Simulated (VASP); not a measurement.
# Hf3WO9: single point with PBE

The system is Hf3WO9.

```
W O Hf
1.0
     7.03545    0.01294   -0.02872
     0.01294    7.07929   -0.12663
    -0.02872   -0.12663    7.17025
W O Hf
2 18 6
Direct
  0.19321 0.07923 0.95581
  0.50433 0.75041 0.75127
  0.64711 0.12386 0.15649
  0.64288 0.42752 0.93767
  0.94587 0.60807 0.01934
  0.78000 0.80597 0.78040
  0.79564 0.19335 0.80080
  0.14756 0.27421 0.76057
  0.38702 0.89590 0.00633
  0.87174 0.87551 0.41537
  0.22264 0.39063 0.14522
  0.46475 0.85127 0.53811
  0.16434 0.91434 0.73815
  0.00767 0.09100 0.12910
  0.97344 0.38703 0.46175
  0.02970 0.84127 0.35830
  0.35407 0.10849 0.41014
  0.65394 0.32937 0.50785
  0.66191 0.58249 0.30607
  0.23416 0.58984 0.79117
  0.48783 0.18083 0.64520
  0.22653 0.66343 0.03729
  0.84668 0.32457 0.13243
  0.07610 0.13091 0.52031
  0.50491 0.35032 0.24251
  0.82344 0.48681 0.70575
```

| Item | Value |
| --- | --- |
| Program | VASP 6.6.1 |
| Task | single point |
| Functional | PBE |
| Potentials or basis | VASP PAW PBE potentials, release 64 (W_sv, O, Hf_pv) |
| Cutoff | 520 eV |
| k mesh | 1 × 1 × 1 |
| Occupations | fermi-dirac, width 0.2585 eV |
| Spin | no spin polarisation |
| Dipole correction | no |
| Further INCAR settings | LREAL = Auto; ALGO = Normal; EDIFF = 1e-06; NBANDS = 117; ISYM = 0 |

* Pressure: 0.0 GPa
* Largest force: 7.868 eV/Å

Forces in eV/Å, atoms in the order of the input:
```
W    0.334  0.907 -3.259
W    2.689  2.038  0.739
O    0.416  2.692  0.745
O   -2.849  1.391  0.296
O    1.054 -1.265 -0.182
O   -4.805 -2.766 -0.843
O    0.929  0.645 -1.389
O    1.912 -1.736  0.293
O    0.710  0.424  0.285
O   -6.214  2.421  2.854
O    1.841 -0.201 -0.327
O    0.845 -1.118 -0.105
O   -0.444  2.742  0.746
O    0.628 -0.616  0.812
O    0.885 -1.068 -0.360
O    7.452 -1.343 -2.137
O   -1.498  3.152  0.552
O   -2.155 -0.282  0.229
O   -1.120 -2.669 -2.040
O    3.570  0.322 -1.662
Hf   1.509 -1.047  2.069
Hf  -4.899 -3.705  2.752
Hf   3.972  2.533 -2.316
Hf  -2.091 -1.625 -0.456
Hf  -4.227  0.758  1.582
Hf   1.555 -0.586  1.120
```

Stress tensor (GPa, compression positive):
```
 5.73 -6.09 -6.50
-6.09 -3.55 -7.20
-6.50 -7.20 -2.15
```

Levels at points of the mesh, in eV from the Fermi level:
```tsv
k point	band 96	band 97	band 98	band 99	band 100	band 101
(0.00, 0.00, 0.00)	-0.56	-0.48	-0.06	0.09	0.24	0.73
```

Wall time 86 s on 1 thread of AMD EPYC 7R13 Processor (Zen 3) (shared host), peak memory 0.35 GiB.

Caveat: the k points lie up to 0.89 Å⁻¹ apart, too coarse for converged energies, forces and pressures; the standard files for N, O and F lose accuracy on very short bonds; the atoms stand as in a frame of molecular dynamics; so wide a smearing shifts energies and pressures; spin-orbit coupling is left out, which moves the levels of the heavy elements.
